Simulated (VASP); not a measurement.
Here is a VASP 6.6.1 calculation.

Contents of INCAR:

```
SYSTEM = AlGa3N4
PREC     = Accurate       ! precision mode
ENCUT    = 520            ! plane-wave cutoff, eV
EDIFF    = 1E-6           ! SCF threshold, eV
ISMEAR   = 0              ! smearing method
SIGMA    = 0.05           ! smearing width, eV
LREAL    = .FALSE.        ! projectors in reciprocal space
LASPH    = .TRUE.         ! aspherical terms in the spheres
NELM     = 60             ! most SCF steps
ALGO     = Normal         ! electronic algorithm
ISIF     = 2              ! what is computed and relaxed
LWAVE    = .FALSE.        ! write WAVECAR
LCHARG   = .TRUE.         ! write CHGCAR
LELF     = .TRUE.         ! ELF
LVHAR    = .TRUE.       
NBANDS   = 41             ! bands
```

Contents of KPOINTS:

```
regular mesh
0
G
  6 6 6
  0 0 0
```

Contents of POSCAR:

```
AlGa3N4
1.0
    4.1767421942      0.0000000000      0.0000000000
    0.0000000000      4.1767421942      0.0000000000
    0.0000000000      0.0000000000      4.1767421942
Al Ga N
1 3 4
Direct
    0.0000000000      0.0000000000      0.0000000000
    0.5000000000      0.5000000000      0.0000000000
    0.5000000000      0.0000000000      0.5000000000
    0.0000000000      0.5000000000      0.5000000000
    0.7548078379      0.7548078379      0.2451921621
    0.7548078379      0.2451921621      0.7548078379
    0.2451921621      0.7548078379      0.7548078379
    0.2451921621      0.2451921621      0.2451921621
```

Potentials or basis: VASP PAW LDA potentials, release 64 (Al, Ga_d, N).

The run is started by

```console
$ cat potpaw_LDA.64/Al/POTCAR potpaw_LDA.64/Ga_d/POTCAR potpaw_LDA.64/N/POTCAR > POTCAR
$ mpirun -np 1 vasp_std > vasp.out
```

Question: Predict the largest force.

Answer: 0.161 eV/Å.

Question: Predict the band gap on the k mesh.

Answer: 3.48 eV, direct.

Question: Predict the pressure.

Answer: 53.4 GPa.

Forces in eV/Å, atoms in the order of the input:
```
Al   0.000  0.000  0.000
Ga   0.000  0.000  0.000
Ga   0.000  0.000  0.000
Ga   0.000  0.000  0.000
N    0.093  0.093 -0.093
N    0.093 -0.093  0.093
N   -0.093  0.093  0.093
N   -0.093 -0.093 -0.093
```

A k mesh can miss the band edges.
